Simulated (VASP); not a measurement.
Ba2SeO:

```xyz
4
Lattice="2.1353 1.2328 7.1033 -2.1353 1.2328 7.1033 0.0000 -2.4656 7.1033" Properties=species:S:1:pos:R:3 pbc="T T T"
O     2.1353    1.2328    7.1033
Se    0.0000    0.0000   10.6549
Ba    0.0000    0.0000    5.6200
Ba    0.0000    0.0000   15.6898
```

Base run:

```yaml
Program: VASP 6.6.1
Functional: r2SCAN
Potentials_or_basis: VASP PAW PBE potentials, release 64 (O, Se, Ba_sv)
Cutoff: 520 eV
k_mesh: 8 × 8 × 8
Occupations: gaussian, width 0.01 eV
Spin: no spin polarisation
```

Its results: band gap on the k mesh 2.00 eV (least direct gap 2.26 eV); pressure 0.9 GPa; largest force 0.030 eV/Å.

Problem. The run is repeated on the same cell with these changes: functional from r2SCAN to PBE. What comes out?

Solution. Band gap on the k mesh 1.65 eV (least direct gap 1.91 eV); pressure 1.5 GPa; largest force 0.123 eV/Å.

Caveats: spin-orbit coupling is left out, which moves the levels of the heavy elements; the PAW data sets were made with another functional, which shifts forces and pressure a little (at least some runs).

A k mesh can miss the band edges.
